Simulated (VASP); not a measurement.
# InGa3As4: single point with r2SCAN

The system is InGa3As4.

```
Ga As In
1.0
     4.07990    0.00000    0.00000
     0.00000    4.07990    0.00000
     0.00000    0.00000   11.58761
Ga As In
3 4 1
Direct
  0.00000 0.00000 0.75936
  0.50000 0.50000 0.00000
  0.00000 0.00000 0.24064
  0.00000 0.50000 0.87976
  0.50000 0.00000 0.12024
  0.00000 0.50000 0.35979
  0.50000 0.00000 0.64021
  0.50000 0.50000 0.50000
```

| Quantity | Value |
| --- | --- |
| Program | VASP 6.6.1 |
| Task | single point |
| Functional | r2SCAN |
| Potentials or basis | VASP PAW PBE potentials, release 64 (Ga_d, As, In_d) |
| Cutoff | 520 eV |
| k mesh | 6 × 6 × 2 |
| Occupations | fermi-dirac, width 0.02 eV |
| Spin | no spin polarisation |

The pressure is 0.1 GPa. The largest force is 0.005 eV/Å and the band gap on the k mesh is 0.57 eV, direct.

Forces on the atoms (eV/Å):
```
Ga   0.000  0.000  0.005
Ga   0.000  0.000  0.000
Ga   0.000  0.000 -0.005
As   0.000  0.000  0.000
As   0.000  0.000  0.000
As   0.000  0.000  0.005
As   0.000  0.000 -0.005
In   0.000  0.000  0.000
```

Levels at points of the mesh, in eV from the valence-band top:
| k point | band 34 | band 35 | band 36 | band 37 | band 38 | band 39 |
| --- | --- | --- | --- | --- | --- | --- |
| (0.00, 0.00, 0.00) | -0.10 | 0.00 | 0.00 | 0.57 | 1.68 | 1.80 |
| (0.50, 0.00, 0.00) | -1.18 | -1.16 | -0.67 | 1.09 | 1.31 | 2.70 |
| (0.50, 0.50, 0.00) | -2.67 | -2.67 | -2.56 | 1.74 | 1.74 | 1.91 |
| (0.00, 0.00, 0.50) | -0.80 | -0.46 | -0.46 | 1.67 | 1.68 | 2.12 |
| (0.50, 0.00, 0.50) | -1.39 | -1.36 | -0.68 | 2.06 | 2.13 | 2.20 |
| (0.50, 0.50, 0.50) | -2.98 | -2.95 | -2.95 | 2.73 | 2.73 | 2.87 |

Wall time 6.4 min on 1 thread of Intel(R) Xeon(R) 6975P-C (Granite Rapids), with other jobs on the host, peak memory 0.39 GiB.

Caveat: the PAW data sets were made with another functional, which shifts forces and pressure a little; spin-orbit coupling is left out, which moves the levels of the heavy elements. r2SCAN opens gaps a little over a GGA but as a rule still falls short of measured ones.
